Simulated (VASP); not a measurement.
# P2C2O (I4/mmm) in VASP: a series of runs

Runs on P2C2O. Level: PBE+D3(BJ). Tasks: single point, relaxation of cell and atoms.

Program: VASP 6.6.1. These are calculated values, not measurements. Logs are shortened: lines on timing, memory, paths and dates and some standing lists are left out, and cuts for length are marked.

**1. The cell of the first run**

It takes space group I4/mmm (No. 139, tetragonal). Conventional cell: a = 3.676 Å, b = 3.676 Å, c = 6.216 Å, α = 90.00°, β = 90.00°, γ = 90.00°. P (site symmetry -4m2) has 4 C at 2.01 Å and 4 O at 2.41 Å and 4 P at 2.60 Å within 2.7 Å. Within 2.1 Å of C (site symmetry 4mm) lie 1 C at 1.50 Å and 4 P at 2.01 Å. O (site symmetry 4/mmm) has 10 C at 2.36 to 2.70 Å and 8 P at 2.41 Å within 3.1 Å.

The cell was built from a structure type or drawn by symmetry, and may not be a known phase.

**2. Single point, PBE+D3(BJ), collinear spin, ferromagnetic start**

INCAR reads:

```
SYSTEM = P2C2O
  PREC = Accurate
  ENCUT = 520
  EDIFF = 1E-7
  ISMEAR = 0
  SIGMA = 0.1
  LREAL = .False.
  LASPH = .True.
  NELM = 150
  ALGO = Normal
  ISIF = 2
  LWAVE = .False.
  LCHARG = .False.
  ISPIN = 2
  MAGMOM = 0 0 1 1 1
  LORBIT = 11
  GGA = PE
  IVDW = 12
  NBANDS = 24
```

KPOINTS reads:

```
Automatic mesh
0
Gamma
  6 6 6
  0 0 0
```

POSCAR reads:

```
P2C2O
1.0
   -1.8378121930      1.8378121930      3.1078213308
    1.8378121930     -1.8378121930      3.1078213308
    1.8378121930      1.8378121930     -3.1078213308
P C O
2 2 1
Direct
    0.7500000000      0.2500000000      0.5000000000
    0.2500000000      0.7500000000      0.5000000000
    0.3797114596      0.3797114596      0.0000000000
    0.6202885404      0.6202885404      0.0000000000
    0.0000000000      0.0000000000      0.0000000000
```

Potentials or basis: VASP PAW PBE potentials, release 64 (P, C, O).

Launch:

```bash
$ cat potpaw_PBE.64/P/POTCAR potpaw_PBE.64/C/POTCAR potpaw_PBE.64/O/POTCAR > POTCAR
$ mpirun -np 1 vasp_std > vasp.out
```

OUTCAR:

```text
SYSTEM = P2C2O
   PREC = Accurate
   ENCUT = 520
   EDIFF = 1E-7
   ISMEAR = 0
   LREAL = .False.
   LASPH = .True.
   NELM = 150
   ISIF = 2
   ISPIN = 2
   LORBIT = 11
   GGA = PE
   IVDW = 12
 IVDW          = 12

 ion  position               nearest neighbor table
   1  0.750  0.250  0.500-   3 2.01   4 2.01   3 2.01   4 2.01   5 2.41   5 2.41   5 2.41   5 2.41
                             2 2.60   2 2.60   2 2.60   2 2.60
   2  0.250  0.750  0.500-   3 2.01   4 2.01   3 2.01   4 2.01   5 2.41   5 2.41   5 2.41   5 2.41
                             1 2.60   1 2.60   1 2.60   1 2.60
   3  0.380  0.380  0.000-   4 1.50   2 2.01   1 2.01   2 2.01   1 2.01
   4  0.620  0.620  0.000-   3 1.50   1 2.01   2 2.01   1 2.01   2 2.01
   5  0.000  0.000  0.000-   1 2.41   2 2.41   1 2.41   2 2.41   1 2.41   2 2.41   1 2.41   2 2.41

  LATTYP: Found a body centered tetragonal cell.
 ALAT       =     3.6756243860
 C/A-ratio  =     1.6910440265

  Lattice vectors:

 A1 = (  -1.8378121930,   1.8378121930,   3.1078213308)
 A2 = (   1.8378121930,  -1.8378121930,   3.1078213308)
 A3 = (   1.8378121930,   1.8378121930,  -3.1078213308)

Analysis of symmetry for initial positions (statically):
=====================================================================
 Subroutine PRICEL returns:
 Original cell was already a primitive cell.

 Routine SETGRP: Setting up the symmetry group for a
 body centered tetragonal supercell.

 Subroutine GETGRP returns: Found 16 space group operations
 (whereof 16 operations were pure point group operations)
 out of a pool of 16 trial point group operations.

The static configuration has the point symmetry D_4h.

Analysis of symmetry for dynamics (positions and initial velocities):
=====================================================================
 Subroutine PRICEL returns:
 Original cell was already a primitive cell.

 Routine SETGRP: Setting up the symmetry group for a
 body centered tetragonal supercell.

 Subroutine GETGRP returns: Found 16 space group operations
 (whereof 16 operations were pure point group operations)
 out of a pool of 16 trial point group operations.

The dynamic configuration has the point symmetry D_4h.

Analysis of structural, dynamic, and magnetic symmetry:
=====================================================================
 Subroutine PRICEL returns:
 Original cell was already a primitive cell.

 Routine SETGRP: Setting up the symmetry group for a
 body centered tetragonal supercell.

 Subroutine GETGRP returns: Found 16 space group operations
 (whereof 16 operations were pure point group operations)
 out of a pool of 16 trial point group operations.

The overall configuration has the point symmetry D_4h.

 Subroutine INISYM returns: Found 16 space group operations
 (whereof 16 operations are pure point group operations),
 and found     1 'primitive' translations

----------------------------------------------------------------------------------------

                                     Primitive cell

  volume of cell :      41.9873

  direct lattice vectors                    reciprocal lattice vectors
    -1.837812193  1.837812193  3.107821331     0.000000000  0.272062620  0.160884410
     1.837812193 -1.837812193  3.107821331     0.272062620  0.000000000  0.160884410
     1.837812193  1.837812193 -3.107821331     0.272062620  0.272062620  0.000000000

  length of vectors
     4.051377635  4.051377635  4.051377635     0.316072559  0.316072559  0.384754647

  position of ions in fractional coordinates (direct lattice)
     0.750000000  0.250000000  0.500000000
     0.250000000  0.750000000  0.500000000
     0.379711460  0.379711460  0.000000000
     0.620288540  0.620288540  0.000000000
     0.000000000  0.000000000  0.000000000

  ion indices of the primitive-cell ions
   primitive index   ion index
                 1           1
                 2           2
                 3           3
                 4           4
                 5           5

----------------------------------------------------------------------------------------

 KPOINTS: Automatic mesh

Automatic generation of k-mesh.
 Grid dimensions read from file:
 generate k-points for:    6    6    6

 Generating k-lattice:

  Cartesian coordinates                     Fractional coordinates (reciprocal lattice)
     0.000000000  0.045343770  0.026814068     0.166666667  0.000000000 -0.000000000
     0.045343770  0.000000000  0.026814068     0.000000000  0.166666667 -0.000000000
     0.045343770  0.045343770  0.000000000     0.000000000  0.000000000  0.166666667

  Length of vectors
     0.052678760  0.052678760  0.064125774

  Shift w.r.t. Gamma in fractional coordinates (k-lattice)
     0.000000000  0.000000000  0.000000000

 Subroutine IBZKPT returns following result:
 ===========================================

 Found     30 irreducible k-points:

 Following reciprocal coordinates:
            Coordinates               Weight
  0.000000  0.000000  0.000000      1.000000
  0.166667  0.000000 -0.000000      8.000000
  0.333333  0.000000 -0.000000      8.000000
  0.500000  0.000000 -0.000000      4.000000
  0.166667  0.166667 -0.000000      8.000000
  0.333333  0.166667 -0.000000     16.000000
[... 16 lines left out ...]
 -0.333333 -0.333333  0.166667      8.000000
 -0.166667 -0.333333  0.166667      8.000000
 [... further k-points ...]
   k-points           NKPTS =     30   k-points in BZ     NKDIM =     30   number of bands    NBANDS=     24
   number of dos      NEDOS =    301   number of ions     NIONS =      5
   total plane-waves  NPLWV =  27000
   dimension x,y,z NGX =    30 NGY =   30 NGZ =   30
   dimension x,y,z NGXF=    60 NGYF=   60 NGZF=   60
   ions per type =               2   2   1
   NGX,Y,Z   is equivalent  to a cutoff of  12.31, 12.31, 12.31 a.u.
   NGXF,Y,Z  is equivalent  to a cutoff of  24.62, 24.62, 24.62 a.u.
 SYSTEM =  P2C2O
   PREC   = accura    normal or accurate (medium, high low for compatibility)
   ISTART =      0    job   : 0-new  1-cont  2-samecut
   ICHARG =      2    charge: 1-file 2-atom 10-const
   ISPIN  =      2    spin polarized calculation?
   LNONCOLLINEAR =      F non collinear calculations
   LSORBIT =      F    spin-orbit coupling
   LASPH  =      T    aspherical Exc in radial PAW
   ENCUT  =  520.0 eV  38.22 Ry    6.18 a.u.   7.53  7.53  7.53*2*pi/ulx,y,z
   NELM   =    150;   NELMIN=  2; NELMDL= -5     # of ELM steps
   EDIFF  = 0.1E-06   stopping-criterion for ELM
   LREAL  =      F    real-space projection
   EDIFFG = 0.1E-05   stopping-criterion for IOM
   NSW    =      0    number of steps for IOM
   IBRION =     -1    ionic relax: 0-MD 1-quasi-New 2-CG
   NFREE  =      0    steps in history (QN), initial steepest desc. (CG)
   ISIF   =      2    stress and relaxation
   ISYM   =      2    0-nonsym 1-usesym 2-fastsym
   POTIM  = 0.5000    time-step for ionic-motion
   TEBEG  =    0.0;   TEEND  =   0.0 temperature during run
   PSTRESS=    0.0 pullay stress
   NELECT =      24.0000    total number of electrons
   NUPDOWN=      -1.0000    fix difference up-down
   EMIN   =  10.00;   EMAX   =-10.00  energy-range for DOS
   EFERMI =   0.00;   METHOD = LEGACY
   ISMEAR =     0;   SIGMA  =   0.10  broadening in eV -4-tet -1-fermi 0-gaus
   EFERMI_NEDOS =   21; number of points for ismear=-14 and -15
   IALGO  =     38    algorithm
   IMIX   =      4    mixing-type and parameters
     AMIX     =   0.40;   BMIX     =  1.00
     AMIX_MAG =   1.60;   BMIX_MAG =  1.00
  volume/ion in A,a.u.               =       8.40        56.67
  Fermi-wavevector in a.u.,A,eV,Ry     =   1.358644  2.567466 25.115194  1.845915
  Thomas-Fermi vector in A             =   2.485460
   LORBIT       =     11    0 simple, 1 ext, 2 COOP (PROOUT), +10 PAW based schemes
   GGA     = PE    functional components
   LHFCALC =     F    Hartree Fock is set to
   AEXX    =    0.0000 exact exchange contribution
   IVDW    =    12    specifies the selected vdW correction
   LEPSILON=     F    determine dielectric tensor
   LRPA    =     F    only Hartree local field effects (RPA)
 spin polarized calculation
 Gauss-broadening in eV      SIGMA  =   0.10
  energy-cutoff  :      520.00
  volume of cell :       41.99
 maximum number of plane-waves:      1159
   NGX = 15   NGY = 15   NGZ = 15

 number of electron      23.9999994 magnetization       0.0000117

 number of electron      23.9999994 magnetization      -0.0000949

 Free energy of the ion-electron system (eV)
  ---------------------------------------------------
  ext. energy  EPLUGINS =         0.00000000
  ---------------------------------------------------
  free energy    TOTEN  =       -30.10475417 eV

  energy without entropy =      -30.10087744  energy(sigma->0) =      -30.10281580

 E-fermi :  11.4562     XC(G=0): -12.6825

 val. band max:       11.3874086841   @ k =   0.3333   0.0000  -0.0000
 cond. band min:      11.4568405276   @ k =   0.0000   0.0000   0.0000
 fundamental gap:      0.0694318435
 Fermi energy:        11.4561974230

 spin component 1

 k-point     1 :       0.0000    0.0000    0.0000
  band No.  band energies     occupation
      1     -10.0548      1.00000
      2      -4.6386      1.00000
      3       1.3020      1.00000
      4       1.4105      1.00000
      5       3.1750      1.00000
      6       3.1750      1.00000
[... 16 lines left out ...]
     23      28.3803      0.00000
     24      28.3803      0.00000

 k-point     2 :       0.1667    0.0000   -0.0000
  band No.  band energies     occupation
      1      -9.7464      1.00000
      2      -4.8467      1.00000
      3      -0.3953      1.00000
      4       1.0824      1.00000
      5       2.6825      1.00000
      6       3.0381      1.00000
[... 16 lines left out ...]
     23      25.8555      0.00000
     24      28.2773      0.00000
[... 565 lines left out ...]
     23      25.3843      0.00000
     24      26.0778      0.00000

 k-point    24 :      -0.1667   -0.3333    0.1667
  band No.  band energies     occupation
      1      -9.1133      1.00000
      2      -5.3299      1.00000
      3      -2.4534      1.00000
      4       0.4581      1.00000
      5       1.8585      1.00000
      6       3.5382      1.00000
[... 16 lines left out ...]
     23      25.8744      0.00000
     24      26.9118      0.00000

 [... further k-points ...]

 spin component 2

 k-point     1 :       0.0000    0.0000    0.0000
  band No.  band energies     occupation
      1     -10.0549      1.00000
      2      -4.6387      1.00000
      3       1.3019      1.00000
      4       1.4104      1.00000
      5       3.1750      1.00000
      6       3.1750      1.00000
[... 16 lines left out ...]
     23      28.3803      0.00000
     24      28.3803      0.00000

 k-point     2 :       0.1667    0.0000   -0.0000
  band No.  band energies     occupation
      1      -9.7464      1.00000
      2      -4.8467      1.00000
      3      -0.3953      1.00000
      4       1.0824      1.00000
      5       2.6825      1.00000
      6       3.0380      1.00000
[... 16 lines left out ...]
     23      25.8555      0.00000
     24      28.2773      0.00000
[... 565 lines left out ...]
     23      25.3843      0.00000
     24      26.0778      0.00000

 k-point    24 :      -0.1667   -0.3333    0.1667
  band No.  band energies     occupation
      1      -9.1134      1.00000
      2      -5.3300      1.00000
      3      -2.4535      1.00000
      4       0.4581      1.00000
      5       1.8584      1.00000
      6       3.5382      1.00000
[... 16 lines left out ...]
     23      25.8744      0.00000
     24      26.9118      0.00000

 [... further k-points ...]

------------------------ aborting loop because EDIFF is reached ----------------------------------------

 Edisp (eV)   -1.57815

 E8    (eV) :    -0.5359

  FORCE on cell =-STRESS in cart. coord.  units (eV):
  Direction    XX          YY          ZZ          XY          YZ          ZX
  --------------------------------------------------------------------------------------
  -------------------------------------------------------------------------------------
  Total      -0.10637    -0.10637     0.02065     0.00000     0.00000     0.00000
  in kB      -4.05896    -4.05896     0.78790     0.00000     0.00000     0.00000
  external pressure =       -2.44 kB  Pullay stress =        0.00 kB

 VOLUME and BASIS-vectors are now :
 -----------------------------------------------------------------------------
  energy-cutoff  :      520.00
  volume of cell :       41.99
      direct lattice vectors                 reciprocal lattice vectors
    -1.837812193  1.837812193  3.107821331     0.000000000  0.272062620  0.160884410
     1.837812193 -1.837812193  3.107821331     0.272062620  0.000000000  0.160884410
     1.837812193  1.837812193 -3.107821331     0.272062620  0.272062620  0.000000000

 POSITION                                       TOTAL-FORCE (eV/Angst)
 -----------------------------------------------------------------------------------
     -0.00000      1.83781      1.55391         0.000000      0.000000      0.000000
      1.83781     -0.00000      1.55391         0.000000      0.000000      0.000000
      0.00000      0.00000      2.36015        -0.000000     -0.000000     -0.051476
      0.00000      0.00000      3.85549         0.000000      0.000000      0.051476
      0.00000      0.00000      0.00000         0.000000      0.000000      0.000000
 -----------------------------------------------------------------------------------
    total drift:                                0.000000      0.000000      0.000000

  FREE ENERGIE OF THE ION-ELECTRON SYSTEM (eV)
  ---------------------------------------------------
  free  energy   TOTEN  =       -31.6829080360 eV

  energy  without entropy=      -31.6790313091  energy(sigma->0) =      -31.68096967

 total charge

# of ion       s       p       d       tot
------------------------------------------
    1        1.112   1.205   0.000   2.317
    2        1.112   1.205   0.000   2.317
    3        0.843   1.568   0.000   2.411
    4        0.843   1.568   0.000   2.411
    5        1.596   3.322   0.000   4.918
--------------------------------------------------
tot          5.507   8.867   0.000  14.374

 magnetization (x)

# of ion       s       p       d       tot
------------------------------------------
    1       -0.000   0.000   0.000   0.000
    2       -0.000   0.000   0.000   0.000
    3       -0.000  -0.000   0.000  -0.000
    4       -0.000  -0.000   0.000  -0.000
    5       -0.000  -0.000   0.000  -0.000
--------------------------------------------------
tot         -0.000  -0.000   0.000  -0.000
```

Run time: 31 s. Hardware: 1 thread of Intel Xeon 6975P-C (Granite Rapids), shared host; peak memory 0.22 GiB.

Results:

| Quantity | Value |
| --- | --- |
| Free energy | -31.6829 eV |
| Pressure | -0.2 GPa |
| Largest force | 0.051 eV/Å |
| Band gap on the k mesh | zero (filled and empty bands overlap) |
| Net moment | 0.00 μB per cell |
| Valence electrons inside the program's atomic spheres | P 2.32; C 2.41; O 4.92 |
| Dispersion energy per atom | -0.316 eV |

Forces on the atoms (eV/Å):
```
P    0.000  0.000  0.000
P    0.000  0.000  0.000
C    0.000  0.000 -0.051
C    0.000  0.000  0.051
O    0.000  0.000  0.000
```

**3. Single point, PBE+D3(BJ)**

This run uses another cell than the first one, of 8.38 Å³/atom.

INCAR reads:

```
  ALGO = Normal
  EDIFF = 1E-6
  ENCUT = 520
  GGA = PE
  ISIF = 2
  ISMEAR = 0
  IVDW = 12
  LASPH = True
  LCHARG = False
  LREAL = False
  LWAVE = False
  NBANDS = 20
  NELM = 100
  PREC = Accurate
  SIGMA = 0.1
```

KPOINTS reads:

```
k-points
0
Gamma
  14 14 14
```

POSCAR reads:

```
P2C2O
1.0
   -1.8356906635      1.8356906635      3.1074849749
    1.8356906635     -1.8356906635      3.1074849749
    1.8356906635      1.8356906635     -3.1074849749
P C O
2 2 1
Direct
    0.7500000000      0.2500000000      0.5000000000
    0.2500000000      0.7500000000      0.5000000000
    0.3795507136      0.3795507136      0.0000000000
    0.6204492864      0.6204492864      0.0000000000
    0.0000000000      0.0000000000      0.0000000000
```

Potentials or basis: VASP PAW PBE potentials, release 64 (P, C, O).

Launch:

```bash
$ cat potpaw_PBE.64/P/POTCAR potpaw_PBE.64/C/POTCAR potpaw_PBE.64/O/POTCAR > POTCAR
$ mpirun -np 1 vasp_std > vasp.out
```

It took 83 s on 1 thread of Intel Xeon 6975P-C (Granite Rapids), shared host; peak memory 0.31 GiB.

The run converged. Its results:

- Free energy: -31.6574 eV
- Pressure: -0.3 GPa
- Largest force: 0.052 eV/Å
- Band gap on the k mesh: zero (bands 12 and 13 overlap by 5.59 eV)
- Dispersion energy per atom: -0.316 eV

Forces on the atoms (eV/Å):
```
P    0.000  0.000  0.000
P    0.000  0.000  0.000
C    0.000  0.000 -0.052
C    0.000  0.000  0.052
O    0.000  0.000  0.000
```

Stress tensor (GPa, compression positive):
```
-0.44  0.00  0.00
 0.00 -0.44  0.00
 0.00  0.00  0.02
```

Levels at points of the mesh, in eV from the Fermi level:
| k point | band 10 | band 11 | band 12 | band 13 | band 14 | band 15 |
| --- | --- | --- | --- | --- | --- | --- |
| (0.00, 0.00, 0.00) | -6.42 | -4.12 | -4.12 | -2.72 | -0.01 | 3.72 |
| (0.50, 0.00, 0.00) | -3.22 | -2.26 | -2.08 | 0.23 | 2.26 | 2.40 |
| (0.50, 0.50, 0.00) | -2.58 | -2.37 | 2.16 | 3.83 | 3.95 | 4.47 |
| (0.50, 0.50, 0.50) | -2.59 | -2.54 | -2.54 | -1.12 | 1.49 | 2.24 |

[end of part 1 of 2]
